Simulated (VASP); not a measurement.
# AgCl in VASP: further runs, part 2 of 3

VASP 6.6.1. The steps go on from the part before.

### 3 Electric field gradients, LDA (zz strain of +3 %)

Contents of INCAR:

```
PREC = Accurate
ENCUT = 520
EDIFF = 1E-8
ISMEAR = -1
SIGMA = 0.02
LREAL = F
LASPH = T
NELM = 100
ALGO = Normal
ISIF = 2
LWAVE = F
LCHARG = F
GGA = CA
LEFG = T
NBANDS = 16
```

Contents of KPOINTS:

```
Automatic mesh
0
Gamma
  8 8 8
```

Contents of POSCAR:

```
AgCl
1.0
    0.0000000000      2.7731500000      2.8563445000
    2.7731500000      0.0000000000      2.8563445000
    2.7731500000      2.7731500000      0.0000000000
Ag Cl
1 1
Direct
    0.5000000000      0.5000000000      0.5000000000
    0.0000000000      0.0000000000      0.0000000000
```

Potentials or basis: VASP PAW LDA potentials, release 64 (Ag, Cl).

Launch:

```sh
$ cat potpaw_LDA.64/Ag/POTCAR potpaw_LDA.64/Cl/POTCAR > POTCAR
$ mpirun -np 1 vasp_std > vasp.out
```

OUTCAR:

```text
PREC = Accurate
   ENCUT = 520
   EDIFF = 1E-8
   ISMEAR = -1
   LREAL = F
   LASPH = T
   NELM = 100
   ISIF = 2
   GGA = CA

 ion  position               nearest neighbor table
   1  0.500  0.500  0.500-   2 2.77   2 2.77   2 2.77   2 2.77   2 2.86   2 2.86
   2  0.000  0.000  0.000-   1 2.77   1 2.77   1 2.77   1 2.77   1 2.86   1 2.86

  LATTYP: Found a body centered tetragonal cell.
 ALAT       =     3.9218263405
 C/A-ratio  =     1.4566399692

  Lattice vectors:
[... 669 lines left out ...]

  FREE ENERGIE OF THE ION-ELECTRON SYSTEM (eV)
  ---------------------------------------------------
  free  energy   TOTEN  =        -6.6638993440 eV

  energy  without entropy=       -6.6638993395  energy(sigma->0) =       -6.66389934

 Electric field gradients (V/A^2)
---------------------------------------------------------------------
 ion       V_xx      V_yy      V_zz      V_xy      V_xz      V_yz
---------------------------------------------------------------------
   1      -8.136    -8.136    16.272     0.000     0.000     0.000
   2       7.462     7.462   -14.923     0.001     0.000     0.000
---------------------------------------------------------------------

 Electric field gradients after diagonalization (V/A^2)
 (convention: |V_zz| > |V_xx| > |V_yy|)
----------------------------------------------------------------------
 ion       V_xx      V_yy      V_zz     asymmetry (V_yy - V_xx)/ V_zz
----------------------------------------------------------------------
   1      -8.136    -8.136    16.272       0.000
   2       7.463     7.461   -14.923       0.000
----------------------------------------------------------------------

           NMR quadrupolar parameters

 Cq : quadrupolar parameter    Cq=e*Q*V_zz/h
 eta: asymmetry parameters     (V_yy - V_xx)/ V_zz
 Q  : nuclear electric quadrupole moment in mb (millibarn)
----------------------------------------------------------------------
 ion       Cq(MHz)       eta       Q (mb)
----------------------------------------------------------------------
   1       0.039       0.000       1.000
   2      -0.036       0.000       1.000
----------------------------------------------------------------------
```

OSZICAR:

```text
N       E                     dE             d eps       ncg     rms          rms(c)
DAV:   1     0.878007661753E+02    0.87801E+02   -0.85729E+03  1896   0.101E+03
DAV:   2    -0.394672119046E+01   -0.91747E+02   -0.84287E+02  2344   0.212E+02
DAV:   3    -0.681853768386E+01   -0.28718E+01   -0.28639E+01  2376   0.383E+01
DAV:   4    -0.683250908015E+01   -0.13971E-01   -0.13970E-01  2424   0.306E+00
DAV:   5    -0.683266726942E+01   -0.15819E-03   -0.15819E-03  2352   0.324E-01    0.587E+00
DAV:   6    -0.667363301931E+01    0.15903E+00   -0.24845E-01  2536   0.666E+00    0.391E+00
DAV:   7    -0.666695190361E+01    0.66811E-02   -0.62390E-02  2360   0.167E+00    0.187E+00
DAV:   8    -0.666400249207E+01    0.29494E-02   -0.45450E-03  2208   0.597E-01    0.241E-01
DAV:   9    -0.666388850299E+01    0.11399E-03   -0.24230E-04  2576   0.240E-01    0.490E-02
DAV:  10    -0.666389940832E+01   -0.10905E-04   -0.34748E-05  2088   0.485E-02    0.170E-02
DAV:  11    -0.666389933704E+01    0.71281E-07   -0.32258E-07  2600   0.618E-03    0.294E-03
DAV:  12    -0.666389934396E+01   -0.69133E-08   -0.37397E-08  2272   0.205E-03
   1 F= -.66638993E+01 E0= -.66638993E+01  d E =-.448776E-08
```

stdout:

```text
POSCAR found type information on POSCAR AgCl
 POSCAR found :  2 types and       2 ions
 scaLAPACK will be used
 LDA part: xc-table for (Slater(with rela. corr.)+CA(PZ))
 , standard interpolation
 POSCAR, INCAR and KPOINTS ok, starting setup
 FFT: planning ... GRIDC
 FFT: planning ... GRID_SOFT
 FFT: planning ... GRID
 WAVECAR not read
 entering main loop
ion   1

ion   2
```

Wall time 44 s (1 thread of Intel Xeon Platinum 8175M at 2.50GHz (Skylake/Cascade Lake), shared host); peak memory 0.17 GiB.

Results:

```yaml
Free_energy: -6.6639 eV
Pressure: -6.5 GPa
Band_gap_on_the_k_mesh: 0.56 eV, indirect (least direct gap 2.78 eV)
```

Electric field gradients, principal values (V/Å²):
```tsv
atom	least	middle	greatest (by size)
1 Ag	-8.136	-8.136	16.272
2 Cl	7.461	7.463	-14.923
```

Caveat: the cell differs from its parent crystal (zz strain of +3 %); without QUAD_EFG the Cq values of the log hold for a quadrupole moment of 1 mb, not for the nuclei. A k mesh can miss the band edges.

### 4 Electric field gradients, LDA (equal xx and yy strain of +2 %)

Contents of INCAR:

```
  PREC = Accurate
  ENCUT = 520
  EDIFF = 1E-8
  ISMEAR = -1
  SIGMA = 0.02
  LREAL = False
  LASPH = True
  NELM = 60
  ALGO = Normal
  ISIF = 2
  LWAVE = False
  LCHARG = False
  GGA = CA
  LEFG = True
  NBANDS = 16
```

KPOINTS is that of step 3.

Contents of POSCAR:

```
AgCl
1.0
    0.0000000000      2.8286130000      2.7731500000
    2.8286130000      0.0000000000      2.7731500000
    2.8286130000      2.8286130000      0.0000000000
Ag Cl
1 1
Direct
    0.5000000000      0.5000000000      0.5000000000
    0.0000000000      0.0000000000      0.0000000000
```

Potentials or basis: VASP PAW LDA potentials, release 64 (Ag, Cl).

Launch:

```sh
$ cat potpaw_LDA.64/Ag/POTCAR potpaw_LDA.64/Cl/POTCAR > POTCAR
$ mpirun -np 1 vasp_std > vasp.out
```

OUTCAR:

```text
PREC = Accurate
   ENCUT = 520
   EDIFF = 1E-8
   ISMEAR = -1
   LREAL = False
   LASPH = True
   NELM = 60
   ISIF = 2
   GGA = CA

 ion  position               nearest neighbor table
   1  0.500  0.500  0.500-   2 2.77   2 2.77   2 2.83   2 2.83   2 2.83   2 2.83
   2  0.000  0.000  0.000-   1 2.77   1 2.77   1 2.83   1 2.83   1 2.83   1 2.83

  LATTYP: Found a body centered tetragonal cell.
 ALAT       =     4.0002628673
 C/A-ratio  =     1.3864838847

  Lattice vectors:

 A1 = (   0.0000000000,  -2.8286130000,  -2.7731500000)
 A2 = (   0.0000000000,   2.8286130000,  -2.7731500000)
 A3 = (   2.8286130000,   0.0000000000,   2.7731500000)

Analysis of symmetry for initial positions (statically):
=====================================================================
 Subroutine PRICEL returns:
 Original cell was already a primitive cell.

 Routine SETGRP: Setting up the symmetry group for a
 body centered tetragonal supercell.

[... 644 lines left out ...]
  volume of cell :       44.38
      direct lattice vectors                 reciprocal lattice vectors
     0.000000000  2.828613000  2.773150000    -0.176765079  0.176765079  0.180300380
     2.828613000  0.000000000  2.773150000     0.176765079 -0.176765079  0.180300380
     2.828613000  2.828613000  0.000000000     0.176765079  0.176765079 -0.180300380

 POSITION                                       TOTAL-FORCE (eV/Angst)
 -----------------------------------------------------------------------------------
      2.82861      2.82861      2.77315         0.000000      0.000000     -0.000000
      0.00000      0.00000      0.00000         0.000000      0.000000      0.000000
 -----------------------------------------------------------------------------------
    total drift:                                0.000000      0.000000      0.000000

  FREE ENERGIE OF THE ION-ELECTRON SYSTEM (eV)
  ---------------------------------------------------
  free  energy   TOTEN  =        -6.6453745788 eV

  energy  without entropy=       -6.6453745770  energy(sigma->0) =       -6.64537458

 Electric field gradients (V/A^2)
---------------------------------------------------------------------
 ion       V_xx      V_yy      V_zz      V_xy      V_xz      V_yz
---------------------------------------------------------------------
   1       5.409     5.409   -10.818     0.000     0.001     0.001
   2      -5.234    -5.234    10.468     0.000     0.001     0.001
---------------------------------------------------------------------

 Electric field gradients after diagonalization (V/A^2)
 (convention: |V_zz| > |V_xx| > |V_yy|)
----------------------------------------------------------------------
 ion       V_xx      V_yy      V_zz     asymmetry (V_yy - V_xx)/ V_zz
----------------------------------------------------------------------
   1       5.409     5.409   -10.818       0.000
   2      -5.234    -5.234    10.468       0.000
----------------------------------------------------------------------

           NMR quadrupolar parameters

 Cq : quadrupolar parameter    Cq=e*Q*V_zz/h
 eta: asymmetry parameters     (V_yy - V_xx)/ V_zz
 Q  : nuclear electric quadrupole moment in mb (millibarn)
----------------------------------------------------------------------
 ion       Cq(MHz)       eta       Q (mb)
----------------------------------------------------------------------
   1      -0.026       0.000       1.000
   2       0.025       0.000       1.000
----------------------------------------------------------------------
```

OSZICAR:

```text
N       E                     dE             d eps       ncg     rms          rms(c)
DAV:   1     0.897649788949E+02    0.89765E+02   -0.84268E+03  1888   0.101E+03
DAV:   2    -0.380347884205E+01   -0.93568E+02   -0.85602E+02  2392   0.212E+02
DAV:   3    -0.680073144193E+01   -0.29973E+01   -0.29899E+01  2368   0.390E+01
DAV:   4    -0.681559214433E+01   -0.14861E-01   -0.14860E-01  2440   0.316E+00
DAV:   5    -0.681576187911E+01   -0.16973E-03   -0.16972E-03  2376   0.337E-01    0.569E+00
DAV:   6    -0.665518294643E+01    0.16058E+00   -0.24944E-01  2504   0.665E+00    0.381E+00
DAV:   7    -0.664850755241E+01    0.66754E-02   -0.63045E-02  2304   0.167E+00    0.183E+00
DAV:   8    -0.664548695229E+01    0.30206E-02   -0.46880E-03  2216   0.603E-01    0.244E-01
DAV:   9    -0.664536292540E+01    0.12403E-03   -0.24633E-04  2528   0.245E-01    0.510E-02
DAV:  10    -0.664537462827E+01   -0.11703E-04   -0.38764E-05  2136   0.502E-02    0.167E-02
DAV:  11    -0.664537456509E+01    0.63185E-07   -0.33896E-07  2632   0.721E-03    0.316E-03
DAV:  12    -0.664537457958E+01   -0.14493E-07   -0.45977E-08  2232   0.210E-03    0.129E-03
DAV:  13    -0.664537457882E+01    0.75465E-09   -0.78698E-09  1856   0.116E-03
   1 F= -.66453746E+01 E0= -.66453746E+01  d E =-.185195E-08
```

stdout:

```text
POSCAR found type information on POSCAR AgCl
 POSCAR found :  2 types and       2 ions
 scaLAPACK will be used
 LDA part: xc-table for (Slater(with rela. corr.)+CA(PZ))
 , standard interpolation
 POSCAR, INCAR and KPOINTS ok, starting setup
 FFT: planning ... GRIDC
 FFT: planning ... GRID_SOFT
 FFT: planning ... GRID
 WAVECAR not read
 entering main loop
ion   1

ion   2
```

It took 49 s on 1 thread of Intel Xeon Platinum 8175M at 2.50GHz (Skylake/Cascade Lake), shared host; peak memory 0.17 GiB.

Results:

- Free energy: -6.6454 eV
- Pressure: -6.9 GPa
- Band gap on the k mesh: 0.60 eV, indirect (least direct gap 2.77 eV)

Stress tensor (GPa, compression positive):
```
-6.86  0.00  0.00
 0.00 -6.86  0.00
 0.00  0.00 -6.95
```

Electric field gradients, principal values (V/Å²):
| atom | least | middle | greatest (by size) |
| --- | --- | --- | --- |
| 1 Ag | 5.409 | 5.409 | -10.818 |
| 2 Cl | -5.234 | -5.234 | 10.468 |

Caveat: the cell differs from its parent crystal (equal xx and yy strain of +2 %); without QUAD_EFG the Cq values of the log hold for a quadrupole moment of 1 mb, not for the nuclei. A k mesh can miss the band edges.

[end of part 2 of 3]
